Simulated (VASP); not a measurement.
Here is a VASP 6.6.1 calculation.

File INCAR:

```
PREC     = Accurate       # precision mode
ENCUT    = 520            # plane-wave cutoff, eV
EDIFF    = 1E-6           # SCF threshold, eV
ISMEAR   = -1             # smearing method
SIGMA    = 0.05           # smearing width, eV
LREAL    = F              # projectors in reciprocal space
LASPH    = T              # aspherical terms in the spheres
NELM     = 100            # most SCF steps
ALGO     = Normal         # electronic algorithm
ISIF     = 2              # what is computed and relaxed
LWAVE    = F              # write WAVECAR
LCHARG   = F              # write CHGCAR
GGA      = PS             # functional
NBANDS   = 35             # bands
```

KPOINTS

```
Automatic mesh
0
Gamma
  5 5 6
```

The input POSCAR:

```
PbO2
1.0
    4.9971417101      0.0000000000      0.0000000000
    0.0000000000      4.9971417101      0.0000000000
    0.0000000000      0.0000000000      3.4106340902
Pb O
2 4
Direct
    0.5000000000      0.5000000000      0.5000000000
    0.0000000000      0.0000000000      0.0000000000
    0.6923418682      0.6923418682      0.0000000000
    0.8076581318      0.1923418682      0.5000000000
    0.1923418682      0.8076581318      0.5000000000
    0.3076581318      0.3076581318      0.0000000000
```

Potentials or basis: VASP PAW PBE potentials, release 64 (Pb_d, O).

Launch:

```console
$ cat potpaw_PBE.64/Pb_d/POTCAR potpaw_PBE.64/O/POTCAR > POTCAR
$ mpirun -np 1 vasp_std > vasp.out
```

Predict the largest force.

0.011 eV/Å.

Estimate the pressure.

0.2 GPa.

Stress tensor (GPa, compression positive):
```
0.19 0.00 0.00
0.00 0.19 0.00
0.00 0.00 0.36
```

Caveat: the PAW data sets were made with another functional, which shifts forces and pressure a little.
